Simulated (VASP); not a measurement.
Runs of VASP 6.6.1 on Ba. The structure is that of space group Im-3m (No. 229), or close to it. The cells are those of the table. 

```tsv
cell	gap on the mesh (eV)	pressure (GPa)
a = 4.547 Å, angles 109.5°, 1 atom	none	-0.9
a = 4.258 Å, angles 110.2, 110.2, 108.1°, 1 atom	none	0.7
a = 4.186 Å, angles 108.8, 108.8, 110.9°, 1 atom	none	1.3
a = 4.114 Å, angles 109.5°, 1 atom	none	(a)
```

Alike in all rows: task single point; level PBE; potentials or basis VASP PAW PBE potentials, release 64 (Ba_sv); no spin polarisation; k mesh 14 × 14 × 14; cutoff (eV) 520; smearing gaussian 0.15 eV.

Q: Estimate the missing entries.

A: (a) 2.0.

Caveats: spin-orbit coupling is left out, which moves the levels of the heavy elements.

A k mesh can miss the band edges, and the runs leave out spin-orbit coupling on Ba.

A gap of «none» marks levels without a gap at the run's occupations.
